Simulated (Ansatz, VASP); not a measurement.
## Two plane-wave programs on BeSe2

```
CELL_PARAMETERS angstrom
0.00000 3.38290 3.38290
3.38290 0.00000 3.38290
3.38290 3.38290 0.00000
ATOMIC_POSITIONS crystal
Be 0.25000 0.25000 0.25000
Se 0.75000 0.75000 0.75000
Se 0.00000 0.00000 0.00000
```

Alike in both runs: task relaxation of cell and atoms; functional PBE; k mesh 4 × 4 × 4; occupations gaussian, width 0.1 eV; no spin polarisation.

|  | VASP | Ansatz |
| --- | --- | --- |
| version | VASP 6.6.1 | Ansatz 0.2.0 |
| potentials or method | VASP PAW PBE potentials, release 64 (Be, Se), cutoff 600 eV | scalar-relativistic, plane waves, PAW |
| valence electrons in the cell | 14 | 34 |

```csv
,VASP,Ansatz,Ansatz less VASP
"gap on the k mesh at the Fermi level, each at its own relaxed structure (eV)",none,none,-
relaxed volume (Å³/atom),21.11,21.11,+0.001
relaxed length of the cell vector where the two differ most in proportion (Å),4.474,4.474,+0.0001
```

A gap of «none» marks a metal or a gap that the smearing closes. VASP's potentials hold 14 valence electrons a cell and Ansatz's 34, so a difference there can come from the potentials and not from the codes.

The k mesh is coarse, so the values compare programs but aren't converged. Noted on VASP's run: the volume moved by over 15 % at a fixed basis, so the end points are rough.
